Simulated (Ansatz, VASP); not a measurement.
## Zr in VASP and in Ansatz

Contents of INCAR:

```
  PREC = Accurate
  ENCUT = 520
  EDIFF = 1E-7
  ISMEAR = 0
  SIGMA = 0.15
  LREAL = F
  LASPH = T
  NELM = 80
  ALGO = Fast
  ISIF = 2
  LWAVE = F
  LCHARG = F
  GGA = PE
  NBANDS = 19
```

KPOINTS

```
regular mesh
0
Gamma
  18 18 10
```

The input POSCAR:

```
Zr
1.0
    3.1027182936      0.0000000000      0.0000000000
   -1.5513591468      2.7989925657      0.0000000000
    0.0000000000      0.0000000000      5.1470000000
Zr
2
Direct
    0.3333333333      0.6666666667      0.2500000000
    0.6666666667      0.3333333333      0.7500000000
```

Input for Ansatz:

```yaml
crystal:
  lattice:
    - [3.1027182936, 0.0, 0.0]
    - [-1.5513591468, 2.7989925657, 0.0]
    - [0.0, 0.0, 5.147]
  atoms:
    - { symbol: Zr, position: [0.3333333333, 0.6666666667, 0.25] }
    - { symbol: Zr, position: [0.6666666667, 0.3333333333, 0.75] }
basis:
  ecutwfc: 420
kpoints:
  mp_grid: { grid: [18, 18, 10] }
hamiltonian:
  xc: pbe
scf:
  occupations: { method: gaussian, width: 0.15 }
output:
  forces: true
  stress: true
  eigenvalues: true
```

Change from the starting cell: strain -0.0400 x Voigt [1, 0, 0, 0, 0, 0], atoms carried along.

Alike in both runs: task single point; functional PBE; k mesh 18 × 18 × 10; occupations gaussian, width 0.15 eV; no spin polarisation.

```csv
,VASP,Ansatz
version,VASP 6.6.1,Ansatz 0.2.0
potentials or method,"VASP PAW PBE potentials, release 64 (Zr_sv), cutoff 520 eV","scalar-relativistic, plane waves, PAW"
valence electrons in the cell,24,24
```

VASP gave:

| Quantity | Value |
| --- | --- |
| gap on the k mesh at the Fermi level (eV) | none |
| pressure (GPa) | 4.5 |
| traceless stress, the component that is largest in VASP (GPa) | 2.55 |
| rms of the force components (eV/Å) | 0.039 |

**Question.** Which values does Ansatz return?

**Answer.** gap on the k mesh at the Fermi level (eV): none; pressure (GPa): 4.5; traceless stress, the component that is largest in VASP (GPa): 2.53; rms of the force components (eV/Å): 0.039.

Atom by atom the forces differ by 0.000 eV/Å (rms over components). A gap of «none» marks a metal or a gap that the smearing closes.
